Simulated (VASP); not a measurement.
# Mg7Te (F-43m) in VASP: a series of runs, part 2 of 2

VASP 6.6.1. The steps go on from the part before.

## 3. Single point, PBE

This run uses another cell than the first one, of 30.26 Å³/atom.

Input file INCAR:

```
SYSTEM = Mg7Te
PREC     = Accurate       ! precision mode
ENCUT    = 600            ! plane-wave cutoff, eV
EDIFF    = 1E-6           ! SCF threshold, eV
ISMEAR   = 0              ! smearing method
SIGMA    = 0.2            ! smearing width, eV
LREAL    = .FALSE.        ! projectors in reciprocal space
LASPH    = .TRUE.         ! aspherical terms in the spheres
NELM     = 120            ! most SCF steps
ALGO     = Normal         ! electronic algorithm
ISIF     = 2              ! what is computed and relaxed
LWAVE    = .FALSE.        ! write WAVECAR
LCHARG   = .FALSE.        ! write CHGCAR
GGA      = PE             ! functional
NBANDS   = 20             ! bands
GGA_COMPAT= .FALSE.
```

Input file KPOINTS:

```
regular mesh
0
G
  3 3 3
  0 0 0
```

Input file POSCAR:

```
Mg7Te
1.0
    0.0000000000      4.9468960933      4.9468960933
    4.9468960933      0.0000000000      4.9468960933
    4.9468960933      4.9468960933      0.0000000000
Mg Te
7 1
Direct
    0.5354703632      0.9645296368      0.9645296368
    0.9645296368      0.5354703632      0.5354703632
    0.9645296368      0.5354703632      0.9645296368
    0.5354703632      0.9645296368      0.5354703632
    0.9645296368      0.9645296368      0.5354703632
    0.5354703632      0.5354703632      0.9645296368
    0.5000000000      0.5000000000      0.5000000000
    0.2500000000      0.2500000000      0.2500000000
```

Potentials or basis: VASP PAW PBE potentials, release 64 (Mg, Te).

On the command line:

```sh
$ cat potpaw_PBE.64/Mg/POTCAR potpaw_PBE.64/Te/POTCAR > POTCAR
$ mpirun -np 1 vasp_std > vasp.out
```

OUTCAR:

```text
SYSTEM = Mg7Te
   PREC = Accurate
   ENCUT = 600
   EDIFF = 1E-6
   ISMEAR = 0
   LREAL = .FALSE.
   LASPH = .TRUE.
   NELM = 120
   ISIF = 2
   GGA = PE

 ion  position               nearest neighbor table
   1  0.535  0.965  0.965-   8 2.82   4 3.00   5 3.00   6 3.00   3 3.00   7 3.52   7 3.52
   2  0.965  0.535  0.535-   8 2.82   4 3.00   5 3.00   6 3.00   3 3.00   7 3.52   7 3.52
   3  0.965  0.535  0.965-   8 2.82   2 3.00   5 3.00   6 3.00   1 3.00   7 3.52   7 3.52
   4  0.535  0.965  0.535-   8 2.82   2 3.00   5 3.00   6 3.00   1 3.00   7 3.52   7 3.52
   5  0.965  0.965  0.535-   8 2.82   2 3.00   3 3.00   4 3.00   1 3.00   7 3.52   7 3.52
   6  0.535  0.535  0.965-   8 2.82   2 3.00   3 3.00   4 3.00   1 3.00   7 3.52   7 3.52
   7  0.500  0.500  0.500-   2 3.52   4 3.52   6 3.52   1 3.52   3 3.52   6 3.52   1 3.52   4 3.52
                             5 3.52   2 3.52   3 3.52   5 3.52
   8  0.250  0.250  0.250-   1 2.82   2 2.82   3 2.82   4 2.82   5 2.82   6 2.82

  LATTYP: Found a face centered cubic cell.
 ALAT       =     9.8937921866

  Lattice vectors:

 A1 = (   0.0000000000,   4.9468960933,   4.9468960933)
 A2 = (   4.9468960933,   0.0000000000,   4.9468960933)
 A3 = (   4.9468960933,   4.9468960933,   0.0000000000)

[... 174 lines left out ...]
      1     -10.1322      2.00000
      2      -3.1714      2.00000
      3      -2.3202      2.00000
      4      -2.3202      2.00000
      5      -2.3202      2.00000
      6       0.7478      2.00000
[... 81 lines left out ...]
     19       5.6230      0.00000
     20       5.9626      0.00000

------------------------ aborting loop because EDIFF is reached ----------------------------------------

  FORCE on cell =-STRESS in cart. coord.  units (eV):
  Direction    XX          YY          ZZ          XY          YZ          ZX
  --------------------------------------------------------------------------------------
  -------------------------------------------------------------------------------------
  Total        0.2258280      0.2258280      0.2258280      0.0000000      0.0000000      0.0000000
  in kB        1.4943763      1.4943763      1.4943763      0.0000000      0.0000000      0.0000000
  external PRESSURE =       1.4943763 kB  Pullay stress =       0.0000000 kB

 VOLUME and BASIS-vectors are now :
 -----------------------------------------------------------------------------
  energy-cutoff  :      600.00
  volume of cell :      242.12
      direct lattice vectors                 reciprocal lattice vectors
     0.000000000  4.946896093  4.946896093    -0.101073479  0.101073479  0.101073479
     4.946896093  0.000000000  4.946896093     0.101073479 -0.101073479  0.101073479
     4.946896093  4.946896093  0.000000000     0.101073479  0.101073479 -0.101073479

 POSITION                                       TOTAL-FORCE (eV/Angst)
 -----------------------------------------------------------------------------------
      9.54286      7.42034      7.42034         0.029658      0.000000      0.000000
      5.29783      7.42034      7.42034        -0.029658      0.000000      0.000000
      7.42034      9.54286      7.42034         0.000000      0.029658      0.000000
      7.42034      5.29783      7.42034         0.000000     -0.029658      0.000000
      7.42034      7.42034      9.54286         0.000000      0.000000      0.029658
      7.42034      7.42034      5.29783         0.000000      0.000000     -0.029658
      4.94690      4.94690      4.94690         0.000000      0.000000      0.000000
      2.47345      2.47345      2.47345         0.000000      0.000000      0.000000
 -----------------------------------------------------------------------------------
    total drift:                                0.000000      0.000000      0.000000

  FREE ENERGIE OF THE ION-ELECTRON SYSTEM (eV)
  ---------------------------------------------------
  free  energy   TOTEN  =       -12.6923589984 eV

  energy  without entropy=      -12.6364070226  energy(sigma->0) =      -12.66438301
```

stdout:

```text
POSCAR found type information on POSCAR MgTe
 POSCAR found :  2 types and       8 ions
 scaLAPACK will be used
 LDA part: xc-table for (Slater+PW92), standard interpolation
 POSCAR, INCAR and KPOINTS ok, starting setup
 FFT: planning ... GRIDC
 FFT: planning ... GRID_SOFT
 FFT: planning ... GRID
 WAVECAR not read
 entering main loop
```

Wall time 89 s (1 thread of Intel Xeon 8259CL, shared host); peak memory 0.4 GiB.

What came out:

```yaml
Free_energy: -12.6924 eV
Pressure: 0.1 GPa
Largest_force: 0.030 eV/Å
Band_gap_on_the_k_mesh: zero (bands 10 and 11 overlap by 1.02 eV)
```

Forces on the atoms (eV/Å):
```
Mg   0.030  0.000  0.000
Mg  -0.030  0.000  0.000
Mg   0.000  0.030  0.000
Mg   0.000 -0.030  0.000
Mg   0.000  0.000  0.030
Mg   0.000  0.000 -0.030
Mg   0.000  0.000  0.000
Te   0.000  0.000  0.000
```

Levels at points of the mesh, in eV from the Fermi level:
| k point | band 7 | band 8 | band 9 | band 10 | band 11 | band 12 | band 13 | band 14 |
| --- | --- | --- | --- | --- | --- | --- | --- | --- |
| (0.00, 0.00, 0.00) | -1.54 | -1.54 | -1.54 | -0.86 | -0.86 | -0.86 | 0.08 | 0.08 |

Caveat: the k points lie up to 0.37 Å⁻¹ apart, too coarse for converged energies and pressures of a metal; spin-orbit coupling is left out, which moves the levels of the heavy elements.
